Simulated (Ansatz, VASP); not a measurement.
# AlCu2 in VASP and in Ansatz

```
Al Cu
1.0
     4.16944    0.00000    0.00000
    -2.08472    3.61084    0.00000
     0.00000    0.00000    2.59260
Al Cu
1 2
Cartesian
  0.0000 0.0000 0.0000
  0.0000 2.4072 1.2963
  2.0847 1.2036 1.2963
```

Alike in both runs: functional PBE; k mesh 12 × 12 × 18; occupations gaussian, width 0.1 eV; no spin polarisation.

Ansatz relaxed the structure, and its values are those at the end. VASP's run is a single point on that final structure, the one shown.

|  | VASP | Ansatz |
| --- | --- | --- |
| version | VASP 6.6.1 | Ansatz 0.2.0 |
| potentials or method | VASP PAW PBE potentials, release 64 (Al, Cu), cutoff 520 eV | scalar-relativistic, plane waves, PAW |
| valence electrons in the cell | 25 | 41 |

Ansatz gave:

| Item | Value |
| --- | --- |
| gap on the k mesh at the Fermi level (eV) | none |
| pressure (GPa) | 0.0 |

Which values does VASP return?

gap on the k mesh at the Fermi level (eV): none; pressure (GPa): 0.3.

A gap of «none» marks a metal or a gap that the smearing closes. With one functional, cell and mesh, what is left measures potentials, basis and numerics. VASP's potentials hold 25 valence electrons a cell and Ansatz's 41, so a difference there can come from the potentials and not from the codes.
